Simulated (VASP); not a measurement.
# Al in VASP: notebook, part 2 of 2

VASP 6.6.1. Earlier steps stand in the parts before.

### 3 Single point, PBE

INCAR

```
SYSTEM = Al
  PREC = Accurate
  ENCUT = 520
  EDIFF = 1E-6
  ISMEAR = -1
  SIGMA = 0.05
  LREAL = .FALSE.
  LASPH = .TRUE.
  NELM = 100
  ALGO = Normal
  ISIF = 2
  LWAVE = .FALSE.
  LCHARG = .FALSE.
  LDIPOL = .TRUE.
  IDIPOL = 3
  DIPOL = 0.5 0.5 0.500
  GGA = PE
  NBANDS = 20
```

KPOINTS

```
regular mesh
0
G
  11 11 1
  0 0 0
```

POSCAR

```
Al
1.0
    2.8270770242      0.0000000000      0.0000000000
   -1.4135385121      2.4483205214      0.0000000000
    0.0000000000      0.0000000000     28.7789896050
Al
7
Direct
    0.3333333300      0.6666666600      0.2606067865
    0.0000000000      0.0000000000      0.3404045243
    0.6666666700      0.3333333400      0.4202022622
    0.0000000000      0.0000000000      0.5000000000
    0.3333333300      0.6666666600      0.5797977378
    0.0000000000      0.0000000000      0.6595954757
    0.6666666700      0.3333333400      0.7393932135
```

Potentials or basis: VASP PAW PBE potentials, release 64 (Al).

On the command line:

```bash
$ cat potpaw_PBE.64/Al/POTCAR > POTCAR
$ mpirun -np 1 vasp_std > vasp.out
```

OUTCAR:

```text
SYSTEM = Al
   PREC = Accurate
   ENCUT = 520
   EDIFF = 1E-6
   ISMEAR = -1
   LREAL = .FALSE.
   LASPH = .TRUE.
   NELM = 100
   ISIF = 2
   GGA = PE

 ion  position               nearest neighbor table
   1  0.333  0.667  0.261-   2 2.82   2 2.82   2 2.82
   2  0.000  0.000  0.340-   1 2.82   3 2.82   1 2.82   1 2.82   3 2.82   3 2.82
   3  0.667  0.333  0.420-   4 2.82   2 2.82   4 2.82   4 2.82   2 2.82   2 2.82
   4  0.000  0.000  0.500-   5 2.82   3 2.82   3 2.82   5 2.82   3 2.82   5 2.82
   5  0.333  0.667  0.580-   4 2.82   6 2.82   4 2.82   4 2.82   6 2.82   6 2.82
   6  0.000  0.000  0.660-   7 2.82   5 2.82   7 2.82   7 2.82   5 2.82   5 2.82
   7  0.667  0.333  0.739-   6 2.82   6 2.82   6 2.82

  LATTYP: Found a hexagonal cell.
 ALAT       =     2.8270770242
 C/A-ratio  =    10.1797684883

  Lattice vectors:

 A1 = (   2.8270770242,   0.0000000000,   0.0000000000)
 A2 = (  -1.4135385121,   2.4483205214,   0.0000000000)
 A3 = (   0.0000000000,   0.0000000000,  28.7789896050)

Analysis of symmetry for initial positions (statically):
=====================================================================
 Subroutine PRICEL returns:
 Original cell was already a primitive cell.

 Routine SETGRP: Setting up the symmetry group for a
 hexagonal supercell.

 Subroutine GETGRP returns: Found 12 space group operations
 (whereof 12 operations were pure point group operations)
 out of a pool of 24 trial point group operations.

The static configuration has the point symmetry D_3d.

Analysis of symmetry for dynamics (positions and initial velocities):
=====================================================================
 Subroutine PRICEL returns:
 Original cell was already a primitive cell.

 Routine SETGRP: Setting up the symmetry group for a
 hexagonal supercell.

 Subroutine GETGRP returns: Found 12 space group operations
 (whereof 12 operations were pure point group operations)
 out of a pool of 24 trial point group operations.

The dynamic configuration has the point symmetry D_3d.

 Subroutine INISYM returns: Found 12 space group operations
 (whereof 12 operations are pure point group operations),
[... 130 lines left out ...]
  volume of cell :      199.20
 maximum number of plane-waves:      5410
 NGX is ok and might be reduce to    24
   NGX = 11   NGY = 11   NGZ =107

 dipolmoment           0.000000      0.000000      0.000000 electrons x Angstroem

 number of electron      21.0000000 magnetization

 dipolmoment           0.000000      0.000000     -0.000000 electrons x Angstroem

 Free energy of the ion-electron system (eV)
  ---------------------------------------------------
  ext. energy  EPLUGINS =         0.00000000
  ---------------------------------------------------
  free energy    TOTEN  =       -25.42771121 eV

  energy without entropy =      -25.39539625  energy(sigma->0) =      -25.41155373

 E-fermi :   2.9925     XC(G=0):  -6.4249

 val. band max:        2.9273065867   @ k =   0.3636   0.2727   0.0000
 cond. band min:       3.0105832521   @ k =   0.0909  -0.0000   0.0000
 fundamental gap:      0.0832766654
 Fermi energy:         2.9924977391

 k-point     1 :       0.0000    0.0000    0.0000
  band No.  band energies     occupation
      1      -8.3043      2.00000
      2      -7.9243      2.00000
      3      -7.2830      2.00000
      4      -6.4121      2.00000
      5      -5.3190      2.00000
      6      -4.0022      2.00000
[... 357 lines left out ...]
     19       5.1669      0.00000
     20       5.4355      0.00000

------------------------ aborting loop because EDIFF is reached ----------------------------------------

 vacuum level on the upper side and lower side of the slab       (xc-potential included)        -0.134        -0.134

  FORCE on cell =-STRESS in cart. coord.  units (eV):
  Direction    XX          YY          ZZ          XY          YZ          ZX
  --------------------------------------------------------------------------------------
  -------------------------------------------------------------------------------------
  Total        0.9162052      0.9162052      2.4367415      0.0000000     -0.0000000      0.0000000
  in kB        7.3692263      7.3692263     19.5992106      0.0000000     -0.0000000      0.0000000
  external PRESSURE =      11.4458878 kB  Pullay stress =       0.0000000 kB

 VOLUME and BASIS-vectors are now :
 -----------------------------------------------------------------------------
  energy-cutoff  :      520.00
  volume of cell :      199.20
      direct lattice vectors                 reciprocal lattice vectors
     2.827077024  0.000000000  0.000000000     0.353722234  0.204221627  0.000000000
    -1.413538512  2.448320521  0.000000000     0.000000000  0.408443254  0.000000000
     0.000000000  0.000000000 28.778989605     0.000000000  0.000000000  0.034747572

 POSITION                                       TOTAL-FORCE (eV/Angst)
 -----------------------------------------------------------------------------------
      0.00000      1.63221      7.50000         0.000000      0.000000     -0.161655
      0.00000      0.00000      9.79650         0.000000     -0.000000     -0.021508
      1.41354      0.81611     12.09300         0.000000      0.000000     -0.003679
      0.00000      0.00000     14.38949         0.000000     -0.000000      0.000000
      0.00000      1.63221     16.68599        -0.000000     -0.000000      0.003679
      0.00000      0.00000     18.98249         0.000000      0.000000      0.021508
      1.41354      0.81611     21.27899        -0.000000     -0.000000      0.161655
 -----------------------------------------------------------------------------------
    total drift:                               -0.000000     -0.000000     -0.000000

  FREE ENERGIE OF THE ION-ELECTRON SYSTEM (eV)
  ---------------------------------------------------
  free  energy   TOTEN  =       -25.4277112117 eV

  energy  without entropy=      -25.3953962497  energy(sigma->0) =      -25.41155373

 vacuum level on the upper side and lower side of the slab         6.872         6.872
```

OSZICAR:

```text
N       E                     dE             d eps       ncg     rms          rms(c)
DAV:   1     0.433989260017E+02    0.43399E+02   -0.66477E+03   640   0.761E+02
DAV:   2    -0.227450004228E+02   -0.66144E+02   -0.62668E+02   856   0.125E+02
DAV:   3    -0.261498838876E+02   -0.34049E+01   -0.32988E+01   856   0.256E+01
[... 15 lines left out ...]
DAV:  19    -0.254276562179E+02   -0.59997E-04   -0.44541E-06   656   0.562E-03    0.204E-03
DAV:  20    -0.254277065026E+02   -0.50285E-04   -0.91596E-06   648   0.450E-03    0.340E-03
DAV:  21    -0.254277083916E+02   -0.18890E-05   -0.56651E-08   580   0.842E-04    0.153E-03
DAV:  22    -0.254277106484E+02   -0.22569E-05   -0.18300E-07   520   0.103E-03    0.125E-03
DAV:  23    -0.254277112117E+02   -0.56325E-06   -0.31622E-08   516   0.511E-04
   1 F= -.25427711E+02 E0= -.25411554E+02  d E =-.323150E-01
```

Run time: 95 s. Hardware: 1 thread of Intel Xeon Platinum 8488C (Sapphire Rapids), shared host; peak memory 0.34 GiB.

Results:

| Item | Value |
| --- | --- |
| Free energy | -25.4277 eV |
| Largest force | 0.162 eV/Å |

Forces in eV/Å, atoms in the order of the input:
```
Al   0.000  0.000 -0.162
Al   0.000  0.000 -0.022
Al   0.000  0.000 -0.004
Al   0.000  0.000  0.000
Al   0.000  0.000  0.004
Al   0.000  0.000  0.022
Al   0.000  0.000  0.162
```

Levels at points of the mesh, in eV from the Fermi level:
```tsv
k point	band 8	band 9	band 10	band 11	band 12	band 13
(0.00, 0.00, 0.00)	-3.97	-2.06	-0.17	1.65	3.09	3.70
```

### 4 Single point, PBE

INCAR

```
SYSTEM = Al
ALGO = Normal ; EDIFF = 1E-6
ENCUT = 520 ; GGA = PE
ISIF = 2 ; ISMEAR = -1
LASPH = .TRUE. ; LCHARG = .FALSE.
LREAL = .FALSE. ; LWAVE = .FALSE.
NBANDS = 20 ; NELM = 60
PREC = Accurate ; SIGMA = 0.05
```

KPOINTS

```
k-points
0
G
  11 11 1
  0 0 0
```

POSCAR is that of step 3.

On the command line:

```bash
$ cat potpaw_PBE.64/Al/POTCAR > POTCAR
$ mpirun -np 1 vasp_std > vasp.out
```

Run time: 90 s. Hardware: 1 thread of Intel Xeon Platinum 8488C (Sapphire Rapids), shared host; peak memory 0.34 GiB.

Results (log left out):

* Free energy: -25.4277 eV
* Largest force: 0.162 eV/Å

Forces in eV/Å, atoms in the order of the input:
```
Al   0.000  0.000 -0.162
Al   0.000  0.000 -0.022
Al   0.000  0.000 -0.004
Al   0.000  0.000  0.000
Al   0.000  0.000  0.004
Al   0.000  0.000  0.022
Al   0.000  0.000  0.162
```

Levels at points of the mesh, in eV from the Fermi level:
```tsv
k point	band 6	band 7	band 8	band 9	band 10	band 11	band 12	band 13	band 14	band 15
(0.00, 0.00, 0.00)	-6.99	-5.42	-3.97	-2.06	-0.17	1.65	3.09	3.70	4.79	4.89
```
